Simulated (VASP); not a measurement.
# Au (P-3m1) in VASP: single point with r2SCAN

Aim: the single point of Au with r2SCAN.

Program: VASP 6.6.1. These are calculated values, not measurements. Logs are shortened: lines on timing, memory, paths and dates and some standing lists are left out, and cuts for length are marked.

## Step 1: The cell of the first run

The structure is trigonal, space group P-3m1 (No. 164). The conventional cell has a = 2.900 Å, b = 2.900 Å, c = 4.880 Å, α = 90.00°, β = 90.00°, γ = 120.00°. Within 3.8 Å of Au (site symmetry 3m) lie 12 Au at 2.88 to 3.04 Å.

## Step 2: Single point, r2SCAN (atom 1 (Au) moved by (+0.000, -0.100) A along [1 1 0] and z)

POSCAR reads:

```
Au
1.0
    2.8999984104      0.0000000000      0.0000000000
   -1.4499992052      2.5114722944      0.0000000000
    0.0000000000      0.0000000000      4.8800000000
Au
2
Direct
    0.3333333333      0.6666666667      0.7295081967
    0.6666666667      0.3333333333      0.2500000000
```

INCAR.step1 reads:

```
SYSTEM = Au
PREC = Accurate ; ENCUT = 550
ISMEAR = 0 ; SIGMA = 0.15
LREAL = .FALSE. ; LASPH = .TRUE.
NELM = 120 ; NBANDS = 18
GGA = PE ; ALGO = Normal
EDIFF = 1E-5 ; LWAVE = .TRUE.
LCHARG = .FALSE. ; GGA_COMPAT = .FALSE.
```

INCAR.step2 reads:

```
SYSTEM = Au
PREC = Accurate ; ENCUT = 550
EDIFF = 1E-6 ; ISMEAR = 0
SIGMA = 0.15 ; LREAL = .FALSE.
LASPH = .TRUE. ; NELM = 120
ALGO = Normal ; ISIF = 2
LWAVE = .FALSE. ; LCHARG = .TRUE.
METAGGA = R2SCAN ; LMIXTAU = .TRUE.
LELF = .TRUE. ; LVHAR = .TRUE.
NBANDS = 18 ; ISTART = 1
GGA_COMPAT = .FALSE.
```

KPOINTS reads:

```
regular mesh
0
G
  18 18 10
  0 0 0
```

Potentials or basis: VASP PAW PBE potentials, release 64 (Au).

The run is started by

```bash
cat potpaw_PBE.64/Au/POTCAR > POTCAR
cp INCAR.step1 INCAR
mpirun -np 1 vasp_std > vasp.out
cp INCAR.step2 INCAR
mpirun -np 1 vasp_std > vasp.out
```

OUTCAR:

```text
SYSTEM = Au
   PREC = Accurate
   ENCUT = 550
   EDIFF = 1E-6
   ISMEAR = 0
   LREAL = .FALSE.
   LASPH = .TRUE.
   NELM = 120
   ISIF = 2
   METAGGA = R2SCAN
   ISTART = 1

 ion  position               nearest neighbor table
   1  0.333  0.667  0.730-   2 2.88   2 2.88   2 2.88   2 3.04   2 3.04   2 3.04
   2  0.667  0.333  0.250-   1 2.88   1 2.88   1 2.88   1 3.04   1 3.04   1 3.04

  LATTYP: Found a hexagonal cell.
 ALAT       =     2.8999984104
 C/A-ratio  =     1.6827595431

  Lattice vectors:

 A1 = (   2.8999984104,   0.0000000000,   0.0000000000)
 A2 = (  -1.4499992052,   2.5114722944,   0.0000000000)
 A3 = (   0.0000000000,   0.0000000000,   4.8800000000)

Analysis of symmetry for initial positions (statically):
=====================================================================
 Subroutine PRICEL returns:
 Original cell was already a primitive cell.

 Routine SETGRP: Setting up the symmetry group for a
 hexagonal supercell.

 Subroutine GETGRP returns: Found 12 space group operations
 (whereof  6 operations were pure point group operations)
 out of a pool of 24 trial point group operations.

The static configuration has the point symmetry C_3v.
 The point group associated with its full space group is D_3d.

Analysis of symmetry for dynamics (positions and initial velocities):
=====================================================================
 Subroutine PRICEL returns:
 Original cell was already a primitive cell.

 Routine SETGRP: Setting up the symmetry group for a
 hexagonal supercell.

 Subroutine GETGRP returns: Found 12 space group operations
 (whereof  6 operations were pure point group operations)
 out of a pool of 24 trial point group operations.

The dynamic configuration has the point symmetry C_3v.
 The point group associated with its full space group is D_3d.

 Subroutine INISYM returns: Found 12 space group operations
 (whereof  6 operations are pure point group operations),
 and found     1 'primitive' translations

----------------------------------------------------------------------------------------

                                     Primitive cell

  volume of cell :      35.5423

  direct lattice vectors                    reciprocal lattice vectors
     2.899998410  0.000000000  0.000000000     0.344827775  0.199086409  0.000000000
    -1.449999205  2.511472294  0.000000000     0.000000000  0.398172818  0.000000000
     0.000000000  0.000000000  4.880000000     0.000000000  0.000000000  0.204918033

  length of vectors
[... 81 lines left out ...]
   NELM   =    120;   NELMIN=  2; NELMDL=  0     # of ELM steps
   EDIFF  = 0.1E-05   stopping-criterion for ELM
   LREAL  =      F    real-space projection
   EDIFFG = 0.1E-04   stopping-criterion for IOM
   NSW    =      0    number of steps for IOM
   IBRION =     -1    ionic relax: 0-MD 1-quasi-New 2-CG
   NFREE  =      0    steps in history (QN), initial steepest desc. (CG)
   ISIF   =      2    stress and relaxation
   ISYM   =      2    0-nonsym 1-usesym 2-fastsym
   POTIM  = 0.5000    time-step for ionic-motion
   TEBEG  =    0.0;   TEEND  =   0.0 temperature during run
   PSTRESS=    0.0 pullay stress
   NELECT =      22.0000    total number of electrons
   NUPDOWN=      -1.0000    fix difference up-down
   EMIN   =  10.00;   EMAX   =-10.00  energy-range for DOS
   EFERMI =   0.00;   METHOD = LEGACY
   ISMEAR =     0;   SIGMA  =   0.15  broadening in eV -4-tet -1-fermi 0-gaus
   EFERMI_NEDOS =   21; number of points for ismear=-14 and -15
   IALGO  =     38    algorithm
   IMIX   =      4    mixing-type and parameters
     AMIX     =   0.40;   BMIX     =  1.00
     AMIX_MAG =   1.60;   BMIX_MAG =  1.00
  volume/ion in A,a.u.               =      17.77       119.93
  Fermi-wavevector in a.u.,A,eV,Ry     =   1.395191  2.636529 26.484537  1.946559
  Thomas-Fermi vector in A             =   2.518667
   LORBIT       =      0    0 simple, 1 ext, 2 COOP (PROOUT), +10 PAW based schemes
   METAGGA = R2SCAN    functional components
   LHFCALC =     F    Hartree Fock is set to
   AEXX    =    0.0000 exact exchange contribution
   IVDW    =     0    specifies the selected vdW correction
   LEPSILON=     F    determine dielectric tensor
   LRPA    =     F    only Hartree local field effects (RPA)
 non-spin polarized calculation
 Gauss-broadening in eV      SIGMA  =   0.15
  energy-cutoff  :      550.00
  volume of cell :       35.54
 maximum number of plane-waves:      1065
 NGX is ok and might be reduce to    24
   NGX = 11   NGY = 11   NGZ = 19

 number of electron      22.0000002 magnetization

 Free energy of the ion-electron system (eV)
  ---------------------------------------------------
  ext. energy  EPLUGINS =         0.00000000
  ---------------------------------------------------
  free energy    TOTEN  =      -101.14350843 eV

  energy without entropy =     -101.13486937  energy(sigma->0) =     -101.13918890

 E-fermi :   8.6381     XC(G=0): -13.3220

 val. band max:        8.6241765230   @ k =   0.2778   0.0556   0.3000
 cond. band min:       8.6666550296   @ k =  -0.1111   0.3333   0.3000
 fundamental gap:      0.0424785066
 Fermi energy:         8.6380810599

 k-point     1 :       0.0000    0.0000    0.0000
  band No.  band energies     occupation
      1      -1.0067      2.00000
      2       1.3251      2.00000
      3       3.7589      2.00000
      4       4.0026      2.00000
      5       4.0026      2.00000
      6       4.2767      2.00000
[... 481 lines left out ...]
      5       4.2234      2.00000
      6       4.4696      2.00000
[... 10 lines left out ...]
     17      21.1936      0.00000
     18      23.9647      0.00000

 [... further k-points ...]

------------------------ aborting loop because EDIFF is reached ----------------------------------------

  FORCE on cell =-STRESS in cart. coord.  units (eV):
  Direction    XX          YY          ZZ          XY          YZ          ZX
  --------------------------------------------------------------------------------------
  -------------------------------------------------------------------------------------
  Total       -0.1381417     -0.1381417      0.0097325      0.0000000      0.0000000      0.0000000
  in kB       -6.2271516     -6.2271516      0.4387236      0.0000000      0.0000000      0.0000000
  external PRESSURE =      -4.0051932 kB  Pullay stress =       0.0000000 kB

 VOLUME and BASIS-vectors are now :
 -----------------------------------------------------------------------------
  energy-cutoff  :      550.00
  volume of cell :       35.54
      direct lattice vectors                 reciprocal lattice vectors
     2.899998410  0.000000000  0.000000000     0.344827775  0.199086409  0.000000000
    -1.449999205  2.511472294  0.000000000     0.000000000  0.398172818  0.000000000
     0.000000000  0.000000000  4.880000000     0.000000000  0.000000000  0.204918033

 POSITION                                       TOTAL-FORCE (eV/Angst)
 -----------------------------------------------------------------------------------
     -0.00000      1.67431      3.56000        -0.000000      0.000000      0.633811
      1.45000      0.83716      1.22000         0.000000     -0.000000     -0.633811
 -----------------------------------------------------------------------------------
    total drift:                               -0.000000     -0.000000     -0.000001

  FREE ENERGIE OF THE ION-ELECTRON SYSTEM (eV)
  ---------------------------------------------------
  free  energy   TOTEN  =      -101.1435084266 eV

  energy  without entropy=     -101.1348693679  energy(sigma->0) =     -101.13918890
```

Run time: 21 min. Hardware: 1 thread of Oxide Virtual Turin-like, shared host; peak memory 0.28 GiB.

Results:

```yaml
Free_energy: -101.1435 eV
Pressure: -0.4 GPa
Largest_force: 0.634 eV/Å
Band_gap_on_the_k_mesh: zero (bands 11 and 12 overlap by 6.94 eV)
```

Forces in eV/Å, atoms in the order of the input:
```
Au   0.000  0.000  0.634
Au   0.000  0.000 -0.634
```

Levels at points of the mesh, in eV from the Fermi level:
| k point | band 8 | band 9 | band 10 | band 11 | band 12 | band 13 | band 14 | band 15 |
| --- | --- | --- | --- | --- | --- | --- | --- | --- |
| (0.00, 0.00, 0.00) | -3.64 | -3.64 | -2.34 | -2.34 | -0.76 | 2.49 | 15.45 | 16.57 |
| (0.50, 0.00, 0.00) | -2.14 | -2.04 | -1.85 | 0.43 | 1.56 | 5.89 | 7.35 | 7.60 |
| (0.00, 0.00, 0.50) | -4.66 | -2.92 | -2.92 | -2.66 | -2.66 | 10.12 | 11.54 | 15.64 |
| (0.50, 0.00, 0.50) | -2.47 | -1.96 | -1.90 | 0.60 | 0.78 | 3.80 | 4.06 | 13.34 |

Caveat: the cell differs from its parent crystal (atom 1 (Au) moved by (+0.000, -0.100) A along [1 1 0] and z); the PAW data sets were made with another functional, which shifts forces and pressure a little; spin-orbit coupling is left out, which moves the levels of the heavy elements.

The gap in the log of VASP goes by the Fermi energy; the results here count the filled bands.